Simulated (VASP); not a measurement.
Crystal: Cd2S.

```
CELL_PARAMETERS angstrom
3.98891 0.00000 0.00000
-1.99446 3.45450 0.00000
0.00000 0.00000 5.84766
ATOMIC_POSITIONS crystal
Cd 0.33333 0.66667 0.93272
Cd 0.66667 0.33333 0.57873
S 0.33333 0.66667 0.36571
```

This cell differs from its parent crystal: volume scaled by 1.02.

Base run:

```yaml
Program: VASP 6.6.1
Functional: PBEsol
Potentials_or_basis: VASP PAW PBE potentials, release 64 (Cd, S)
Cutoff: 520 eV
k_mesh: 8 × 8 × 5
Occupations: fermi-dirac, width 0.05 eV
Spin: no spin polarisation
```

Its results: band gap on the k mesh 0.24 eV, indirect (least direct gap 0.56 eV); pressure -3.5 GPa; largest force 0.191 eV/Å.

Question: After a change of settings the same cell gave: band gap on the k mesh 0.30 eV, indirect (least direct gap 0.61 eV); pressure -2.3 GPa; largest force 0.090 eV/Å. Which change was it?
A. functional from PBEsol to LDA; potentials or basis from VASP PAW PBE potentials, release 64 (Cd, S) to VASP PAW LDA potentials, release 64 (Cd, S)
B. functional from PBEsol to PBE
C. functional from PBEsol to r2SCAN

Answer: C.

Caveats: the PAW data sets were made with another functional, which shifts forces and pressure a little.
